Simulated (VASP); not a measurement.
# Ba (Im-3m) in VASP: a series of runs

Ba is run at these levels: PBE; tasks: single point.

All numbers are computed with VASP 6.6.1; they aren't measurements. Logs are shortened: lines on timing, memory, paths and dates and some standing lists are left out, and cuts for length are marked.

**1. The cell of the first run**

The structure is cubic, space group Im-3m (No. 229). The conventional cell has a = 5.025 Å, b = 5.025 Å, c = 5.025 Å, α = 90.00°, β = 90.00°, γ = 90.00°. Ba (site symmetry m-3m) has 14 Ba at 4.35 to 5.02 Å within 5.7 Å.

**2. Single point, PBE**

Input file INCAR:

```
ALGO = Normal ; EDIFF = 1E-6
ENCUT = 520 ; GGA = PE
ISIF = 2 ; ISMEAR = -1
LASPH = True ; LCHARG = False
LREAL = False ; LWAVE = False
NBANDS = 11 ; NELM = 100
PREC = Accurate ; SIGMA = 0.1
```

Input file KPOINTS:

```
k-points
0
Gamma
  2 2 2
```

Input file POSCAR:

```
Ba
1.0
   -2.5124914082      2.5124914082      2.5124914082
    2.5124914082     -2.5124914082      2.5124914082
    2.5124914082      2.5124914082     -2.5124914082
Ba
1
Direct
    0.0000000000      0.0000000000      0.0000000000
```

Potentials or basis: VASP PAW PBE potentials, release 64 (Ba_sv).

Launch:

```bash
$ cat potpaw_PBE.64/Ba_sv/POTCAR > POTCAR
$ mpirun -np 1 vasp_std > vasp.out
```

OUTCAR:

```text
EDIFF = 1E-6
   ENCUT = 520
   GGA = PE
   ISIF = 2
   ISMEAR = -1
   LASPH = True
   LREAL = False
   NELM = 100
   PREC = Accurate

 ion  position               nearest neighbor table
   1  0.000  0.000  0.000-

  LATTYP: Found a body centered cubic cell.
 ALAT       =     5.0249828164

  Lattice vectors:

 A1 = (  -2.5124914082,   2.5124914082,   2.5124914082)
 A2 = (   2.5124914082,  -2.5124914082,   2.5124914082)
 A3 = (   2.5124914082,   2.5124914082,  -2.5124914082)

Analysis of symmetry for initial positions (statically):
=====================================================================
 Subroutine PRICEL returns:
 Original cell was already a primitive cell.

 Routine SETGRP: Setting up the symmetry group for a
 body centered cubic supercell.

 Subroutine GETGRP returns: Found 48 space group operations
 (whereof 48 operations were pure point group operations)
 out of a pool of 48 trial point group operations.

The static configuration has the point symmetry O_h .

Analysis of symmetry for dynamics (positions and initial velocities):
=====================================================================
 Subroutine PRICEL returns:
 Original cell was already a primitive cell.

 Routine SETGRP: Setting up the symmetry group for a
 body centered cubic supercell.

 Subroutine GETGRP returns: Found 48 space group operations
 (whereof 48 operations were pure point group operations)
 out of a pool of 48 trial point group operations.

The dynamic configuration has the point symmetry O_h .

 Subroutine INISYM returns: Found 48 space group operations
 (whereof 48 operations are pure point group operations),
 and found     1 'primitive' translations

----------------------------------------------------------------------------------------

                                     Primitive cell

  volume of cell :      63.4415

  direct lattice vectors                    reciprocal lattice vectors
    -2.512491408  2.512491408  2.512491408     0.000000000  0.199005656  0.199005656
     2.512491408 -2.512491408  2.512491408     0.199005656  0.000000000  0.199005656
     2.512491408  2.512491408 -2.512491408     0.199005656  0.199005656  0.000000000

  length of vectors
     4.351762773  4.351762773  4.351762773     0.281436497  0.281436497  0.281436497

  position of ions in fractional coordinates (direct lattice)
     0.000000000  0.000000000  0.000000000

  ion indices of the primitive-cell ions
   primitive index   ion index
                 1           1

----------------------------------------------------------------------------------------

 KPOINTS: k-points

Automatic generation of k-mesh.
 Grid dimensions read from file:
 generate k-points for:    2    2    2

 Generating k-lattice:

  Cartesian coordinates                     Fractional coordinates (reciprocal lattice)
     0.000000000  0.099502828  0.099502828     0.500000000  0.000000000  0.000000000
     0.099502828  0.000000000  0.099502828     0.000000000  0.500000000  0.000000000
     0.099502828  0.099502828  0.000000000     0.000000000  0.000000000  0.500000000

  Length of vectors
     0.140718249  0.140718249  0.140718249

  Shift w.r.t. Gamma in fractional coordinates (k-lattice)
     0.000000000  0.000000000  0.000000000

 Subroutine IBZKPT returns following result:
 ===========================================

 Found      3 irreducible k-points:

 Following reciprocal coordinates:
            Coordinates               Weight
  0.000000  0.000000  0.000000      1.000000
  0.500000  0.000000  0.000000      6.000000
  0.500000  0.500000  0.500000      1.000000
   k-points           NKPTS =      3   k-points in BZ     NKDIM =      3   number of bands    NBANDS=     11
   number of dos      NEDOS =    301   number of ions     NIONS =      1
   total plane-waves  NPLWV =  32768
   dimension x,y,z NGX =    32 NGY =   32 NGZ =   32
   dimension x,y,z NGXF=    64 NGYF=   64 NGZF=   64
   ions per type =               1
   NGX,Y,Z   is equivalent  to a cutoff of  12.22, 12.22, 12.22 a.u.
   NGXF,Y,Z  is equivalent  to a cutoff of  24.45, 24.45, 24.45 a.u.
 SYSTEM =  unknown system
   PREC   = accura    normal or accurate (medium, high low for compatibility)
   ISTART =      0    job   : 0-new  1-cont  2-samecut
   ICHARG =      2    charge: 1-file 2-atom 10-const
   ISPIN  =      1    spin polarized calculation?
   LNONCOLLINEAR =      F non collinear calculations
   LSORBIT =      F    spin-orbit coupling
   LASPH  =      T    aspherical Exc in radial PAW
   ENCUT  =  520.0 eV  38.22 Ry    6.18 a.u.   8.09  8.09  8.09*2*pi/ulx,y,z
   NELM   =    100;   NELMIN=  2; NELMDL= -5     # of ELM steps
   EDIFF  = 0.1E-05   stopping-criterion for ELM
   LREAL  =      F    real-space projection
   EDIFFG = 0.1E-04   stopping-criterion for IOM
   NSW    =      0    number of steps for IOM
   IBRION =     -1    ionic relax: 0-MD 1-quasi-New 2-CG
   NFREE  =      0    steps in history (QN), initial steepest desc. (CG)
   ISIF   =      2    stress and relaxation
   ISYM   =      2    0-nonsym 1-usesym 2-fastsym
   POTIM  = 0.5000    time-step for ionic-motion
   TEBEG  =    0.0;   TEEND  =   0.0 temperature during run
   PSTRESS=    0.0 pullay stress
   NELECT =      10.0000    total number of electrons
   NUPDOWN=      -1.0000    fix difference up-down
   EMIN   =  10.00;   EMAX   =-10.00  energy-range for DOS
   EFERMI =   0.00;   METHOD = LEGACY
   ISMEAR =    -1;   SIGMA  =   0.10  broadening in eV -4-tet -1-fermi 0-gaus
   EFERMI_NEDOS =   21; number of points for ismear=-14 and -15
   IALGO  =     38    algorithm
   IMIX   =      4    mixing-type and parameters
     AMIX     =   0.40;   BMIX     =  1.00
     AMIX_MAG =   1.60;   BMIX_MAG =  1.00
  volume/ion in A,a.u.               =      63.44       428.12
  Fermi-wavevector in a.u.,A,eV,Ry     =   0.884335  1.671151 10.640419  0.782049
  Thomas-Fermi vector in A             =   2.005222
   LORBIT       =      0    0 simple, 1 ext, 2 COOP (PROOUT), +10 PAW based schemes
   GGA     = PE    functional components
   LHFCALC =     F    Hartree Fock is set to
   AEXX    =    0.0000 exact exchange contribution
   IVDW    =     0    specifies the selected vdW correction
   LEPSILON=     F    determine dielectric tensor
   LRPA    =     F    only Hartree local field effects (RPA)
 non-spin polarized calculation
  energy-cutoff  :      520.00
  volume of cell :       63.44
 maximum number of plane-waves:      1721
   NGX = 17   NGY = 17   NGZ = 17

 number of electron      10.0000000 magnetization

 Free energy of the ion-electron system (eV)
  ---------------------------------------------------
  ext. energy  EPLUGINS =         0.00000000
  ---------------------------------------------------
  free energy    TOTEN  =        -2.56062992 eV

  energy without entropy =       -2.51071574  energy(sigma->0) =       -2.53567283

 E-fermi :   1.1418     XC(G=0):  -7.3638

 val. band max:        1.1156951016   @ k =   0.5000   0.5000   0.5000
 cond. band min:       2.3363999699   @ k =   0.5000   0.0000   0.0000
 fundamental gap:      1.2207048683
 Fermi energy:         1.1418331079

 k-point     1 :       0.0000    0.0000    0.0000
  band No.  band energies     occupation
      1     -27.2376      2.00000
      2     -12.1890      2.00000
      3     -12.1890      2.00000
      4     -12.1890      2.00000
      5      -1.0979      2.00000
      6       3.4652      0.00000
      7       3.4652      0.00000
      8       3.4652      0.00000
      9       4.8623      0.00000
     10       4.8623      0.00000
     11       8.5667      0.00000

 k-point     2 :       0.5000    0.0000    0.0000
  band No.  band energies     occupation
      1     -27.1954      2.00000
      2     -12.6399      2.00000
      3     -12.3341      2.00000
      4     -12.1919      2.00000
      5       0.7608      1.95667
      6       2.3364      0.00001
      7       2.8860      0.00000
      8       4.8247      0.00000
      9       5.4016      0.00000
     10       6.8320      0.00000
     11       7.2805      0.00000

 k-point     3 :       0.5000    0.5000    0.5000
  band No.  band energies     occupation
      1     -27.1641      2.00000
      2     -12.5023      2.00000
      3     -12.5023      2.00000
      4     -12.5023      2.00000
      5       1.1157      1.12995
      6       1.1157      1.12995
      7       5.9745      0.00000
      8       5.9745      0.00000
      9       5.9745      0.00000
     10       6.3441      0.00000
     11       6.3441      0.00000

------------------------ aborting loop because EDIFF is reached ----------------------------------------

  FORCE on cell =-STRESS in cart. coord.  units (eV):
  Direction    XX          YY          ZZ          XY          YZ          ZX
  --------------------------------------------------------------------------------------
  -------------------------------------------------------------------------------------
  Total       -1.6520276     -1.6520276     -1.6520276     -0.0000000     -0.0000000     -0.0000000
  in kB      -41.7209442    -41.7209442    -41.7209442     -0.0000000     -0.0000000     -0.0000000
  external PRESSURE =     -41.7209442 kB  Pullay stress =       0.0000000 kB

 VOLUME and BASIS-vectors are now :
 -----------------------------------------------------------------------------
  energy-cutoff  :      520.00
  volume of cell :       63.44
      direct lattice vectors                 reciprocal lattice vectors
    -2.512491408  2.512491408  2.512491408     0.000000000  0.199005656  0.199005656
     2.512491408 -2.512491408  2.512491408     0.199005656  0.000000000  0.199005656
     2.512491408  2.512491408 -2.512491408     0.199005656  0.199005656  0.000000000

 POSITION                                       TOTAL-FORCE (eV/Angst)
 -----------------------------------------------------------------------------------
      0.00000      0.00000      0.00000         0.000000     -0.000000      0.000000
 -----------------------------------------------------------------------------------
    total drift:                                0.000000      0.000000      0.000000

  FREE ENERGIE OF THE ION-ELECTRON SYSTEM (eV)
  ---------------------------------------------------
  free  energy   TOTEN  =        -2.5606299197 eV

  energy  without entropy=       -2.5107157393  energy(sigma->0) =       -2.53567283
```

It took 6.8 s on 1 thread of Intel Xeon Platinum 8259CL at 2.50GHz (Skylake/Cascade Lake), shared host; peak memory 0.16 GiB.

What came out:

- Free energy: -2.5606 eV
- Pressure: -4.2 GPa
- Band gap on the k mesh: zero (filled and empty bands touch)

Caveat: the k points lie up to 0.88 Å⁻¹ apart; spin-orbit coupling is left out, which moves the levels of the heavy elements.

**3. Single point, PBE**

Input file INCAR:

```
SYSTEM = Ba
PREC = Accurate ; ENCUT = 520
EDIFF = 1E-6 ; ISMEAR = -1
SIGMA = 0.1 ; LREAL = .FALSE.
LASPH = .TRUE. ; NELM = 80
ALGO = Normal ; ISIF = 2
LWAVE = .FALSE. ; LCHARG = .TRUE.
GGA = PE ; LELF = .TRUE.
LVHAR = .TRUE. ; NBANDS = 11
```

Input file KPOINTS:

```
regular mesh
0
G
  2 2 2
  0 0 0
```

POSCAR is that of step 2.

Potentials or basis: VASP PAW PBE potentials, release 64 (Ba_sv).

Launch:

```bash
$ cat potpaw_PBE.64/Ba_sv/POTCAR > POTCAR
$ mpirun -np 1 vasp_std > vasp.out
```

It took 8.5 s on 1 thread of Intel Xeon Platinum 8259CL at 2.50GHz (Skylake/Cascade Lake), shared host; peak memory 0.17 GiB.

Results (log left out):

```
Free energy            : -2.5606 eV
Pressure               : -4.2 GPa
Band gap on the k mesh : zero (filled and empty bands touch)
```

Levels at points of the mesh, in eV from the Fermi level:
| k point | band 3 | band 4 | band 5 | band 6 | band 7 | band 8 |
| --- | --- | --- | --- | --- | --- | --- |
| (0.00, 0.00, 0.00) | -13.33 | -13.33 | -2.24 | 2.32 | 2.32 | 2.32 |
| (0.50, 0.00, 0.00) | -13.48 | -13.33 | -0.38 | 1.19 | 1.74 | 3.68 |
| (0.50, 0.50, 0.50) | -13.64 | -13.64 | -0.03 | -0.03 | 4.83 | 4.83 |

Caveat: the k points lie up to 0.88 Å⁻¹ apart; spin-orbit coupling is left out, which moves the levels of the heavy elements.

**4. Single point, PBE**

Input file INCAR:

```
SYSTEM = Ba
PREC = Accurate
ENCUT = 520
EDIFF = 1E-6
ISMEAR = -1
SIGMA = 0.1
LREAL = .False.
LASPH = .True.
NELM = 80
ALGO = Normal
ISIF = 2
LWAVE = .False.
LCHARG = .False.
GGA = PE
NBANDS = 11
```

Input file KPOINTS:

```
regular mesh
0
Gamma
  3 3 3
  0 0 0
```

POSCAR is that of step 3.

Launch:

```bash
$ cat potpaw_PBE.64/Ba_sv/POTCAR > POTCAR
$ mpirun -np 1 vasp_std > vasp.out
```

It took 8.7 s on 1 thread of Intel Xeon Platinum 8259CL at 2.50GHz (Skylake/Cascade Lake), shared host; peak memory 0.16 GiB.

It converged, with:

- Free energy: -1.8552 eV
- Pressure: -0.4 GPa
- Band gap on the k mesh: zero (band 5 reaches 1.74 eV, above the bottom of band 6 at 1.68 eV)

Levels at points of the mesh, in eV from the Fermi level:
| k point | band 2 | band 3 | band 4 | band 5 | band 6 | band 7 | band 8 | band 9 |
| --- | --- | --- | --- | --- | --- | --- | --- | --- |
| (0.00, 0.00, 0.00) | -13.93 | -13.93 | -13.93 | -2.85 | 1.72 | 1.72 | 1.72 | 3.11 |

Caveat: the k points lie up to 0.59 Å⁻¹ apart; spin-orbit coupling is left out, which moves the levels of the heavy elements.
